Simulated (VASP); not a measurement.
Wanted: the native input for a VASP 6.6.1 run.

```
Task                   : single point
Functional             : LDA
Potentials or basis    : VASP PAW LDA potentials, release 64 (C_h)
Cutoff                 : 910 eV
k mesh                 : 9 × 9 × 6
Occupations            : gaussian, width 0.02 eV
Spin                   : no spin polarisation
Dipole correction      : no
Second run             : hard_potentials
Further INCAR settings : ALGO = Normal; EDIFF = 1e-06; NBANDS = 16
```

The structure of C lies in POSCAR:

```
C
1.0
    2.4825110139      0.0000000000      0.0000000000
   -1.2412555070      2.1499176032      0.0000000000
    0.0000000000      0.0000000000      4.1979202822
C
4
Direct
    0.3333333333      0.6666666667     -0.0002181980
    0.6666666667      0.3333333333      0.4997818020
    0.3333333333      0.6666666667      0.3742181980
    0.6666666667      0.3333333333      0.8742181980
```

This cell differs from its parent crystal: strained cell.

The input as run:

INCAR

```
ALGO = Normal ; EDIFF = 1E-6
ENCUT = 910 ; GGA_COMPAT = F
ISIF = 2 ; ISMEAR = 0
LASPH = T ; LCHARG = F
LREAL = F ; LWAVE = F
NBANDS = 16 ; NELM = 120
PREC = Accurate ; SIGMA = 0.02
```

KPOINTS

```
k-points
0
Gamma
  9 9 6
```

Potentials or basis: VASP PAW LDA potentials, release 64 (C_h).

Launch:

```console
$ cat potpaw_LDA.64/C_h/POTCAR > POTCAR
$ mpirun -np 1 vasp_std > vasp.out
```

It gave:

```yaml
Pressure: -5.8 GPa
Largest_force: 0.007 eV/Å
Band_gap_on_the_k_mesh: 3.05 eV, indirect (least direct gap 4.90 eV)
```

Caveat: the cell differs from its parent crystal (strained cell); the cutoff is under 1.25 times the usual one of these potentials, so pressure, stress and relaxed cells hold a basis-set (Pulay) error.

Run time: 43 s on 1 thread of AMD EPYC 7R13 Processor (Zen 3) (shared host), peak memory 0.12 GiB.
